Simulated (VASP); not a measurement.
Write the native input for VASP 6.6.1 that does the following.

| Item | Value |
| --- | --- |
| Task | single point |
| Functional | BLYP |
| Potentials or basis | VASP PAW PBE potentials, release 64 (Co) |
| Cutoff | 520 eV |
| k mesh | 25 × 25 × 25 |
| Occupations | fermi-dirac, width 0.05 eV |
| Spin | collinear spin, ferromagnetic start |
| Starting moments | [1.722] μB |
| Dipole correction | no |
| Further INCAR settings | ALGO = Normal; EDIFF = 1e-06; NBANDS = 14 |

The structure of Co lies in POSCAR:

```
Co
1.0
    0.0000000000      1.7867754460      1.7867754460
    1.7867754460      0.0000000000      1.7867754460
    1.7867754460      1.7867754460      0.0000000000
Co
1
Direct
    0.0000000000      0.0000000000      0.0000000000
```

The input as run:

INCAR

```
  AGGAC = 1.0
  AGGAX = 1.0
  ALDAC = 0.0
  ALDAX = 1.0
  ALGO = Normal
  EDIFF = 1E-6
  ENCUT = 520
  GGA = B5
  ISIF = 2
  ISMEAR = -1
  ISPIN = 2
  LASPH = T
  LCHARG = F
  LMAXMIX = 4
  LORBIT = 11
  LREAL = F
  LWAVE = F
  MAGMOM = 1.722
  NBANDS = 14
  NELM = 150
  PREC = Accurate
  SIGMA = 0.05
```

KPOINTS

```
k-points
0
Gamma
  25 25 25
```

Potentials or basis: VASP PAW PBE potentials, release 64 (Co).

Launch:

```sh
$ cat potpaw_PBE.64/Co/POTCAR > POTCAR
$ mpirun -np 1 vasp_std > vasp.out
```

It gave:

The pressure is -0.4 GPa. The net moment is 1.64 μB per cell. The site moments are Co +1.66 μB and the valence electrons inside the program's atomic spheres are Co 8.21.

Caveat: the PAW data sets were made with another functional, which shifts forces and pressure a little.

It took 4.1 min on 1 thread of Intel Xeon 8259CL, on a shared host, peak memory 0.23 GiB.
